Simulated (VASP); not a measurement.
Runs of VASP 6.6.1 on HfN. The structure is that of space group P-6m2 (No. 187), or close to it. The cells are those of the table. 

| task | cell | gap on the mesh (eV) | pressure (GPa) |
| --- | --- | --- | --- |
| single point | a = 3.099, b = 3.099, c = 2.913 Å, angles 90.0, 90.0, 120.0°, 2 atoms | none | -2.1 |
| single point | a = 3.161, b = 3.115, c = 2.913 Å, angles 90.0, 90.0, 120.5°, 2 atoms | none | -6.2 |
| single point | a = 3.207, b = 3.207, c = 2.993 Å, angles 90.0, 90.0, 120.0°, 2 atoms | none | (a) |
| relaxation of shape and atoms at fixed volume | relaxed from a = 3.120, b = 3.120, c = 2.932 Å, angles 90.0, 90.0, 120.0°, 2 atoms | none | -6.4 |
| relaxation of shape and atoms at fixed volume | relaxed from a = 3.056, b = 3.056, c = 2.877 Å, angles 90.0, 90.0, 120.0°, 2 atoms | none | 8.2 |

Alike in all rows: level PBE; potentials or basis VASP PAW PBE potentials, release 64 (Hf_pv, N); no spin polarisation; k mesh 14 × 14 × 12; cutoff (eV) 600; smearing gaussian 0.05 eV.

Q: Estimate the missing entries.

A: (a) -20.1.

Caveats: spin-orbit coupling is left out, which moves the levels of the heavy elements; the cell stands under tension (at least some runs).

A k mesh can miss the band edges, and the runs leave out spin-orbit coupling on Hf.

A gap of «none» marks levels without a gap at the run's occupations.
